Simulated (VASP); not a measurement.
A run of VASP 6.6.1:

INCAR

```
SYSTEM = TaPbO4
PREC = Accurate
ENCUT = 600
EDIFF = 1E-6
ISMEAR = 0
SIGMA = 0.1
LREAL = .FALSE.
LASPH = .TRUE.
NELM = 200
ALGO = Normal
ISIF = 2
LWAVE = .FALSE.
LCHARG = .TRUE.
ISPIN = 2
MAGMOM = 1 0 0 0 0 0
LORBIT = 11
LMAXMIX = 4
GGA = PE
LELF = .TRUE.
LVHAR = .TRUE.
NBANDS = 38
GGA_COMPAT = .FALSE.
```

Contents of KPOINTS:

```
Automatic mesh
0
G
  4 4 4
  0 0 0
```

Contents of POSCAR:

```
TaPbO4
1.0
    0.0000000000      3.5387036600      3.5387036600
    3.5387036600      0.0000000000      3.5387036600
    3.5387036600      3.5387036600      0.0000000000
Ta Pb O
1 1 4
Direct
    0.7500000000      0.7500000000      0.7500000000
    0.0000000000      0.0000000000      0.0000000000
    0.8746970000      0.3751010000      0.3751010000
    0.3751010000      0.3751010000      0.3751010000
    0.3751010000      0.8746970000      0.3751010000
    0.3751010000      0.3751010000      0.8746970000
```

Potentials or basis: VASP PAW PBE potentials, release 64 (Ta_pv, Pb_d, O).

Launch:

```sh
$ cat potpaw_PBE.64/Ta_pv/POTCAR potpaw_PBE.64/Pb_d/POTCAR potpaw_PBE.64/O/POTCAR > POTCAR
$ mpirun -np 1 vasp_std > vasp.out
```

Hardware: 1 thread of Intel(R) Xeon(R) 6975P-C (Granite Rapids), with other jobs on the host.

Q: How long does it take, and how much memory?

A: It took 60 s on 1 thread of Intel(R) Xeon(R) 6975P-C (Granite Rapids), on a shared host, peak memory 0.31 GiB. Counts: scf iterations 26, k points 8.
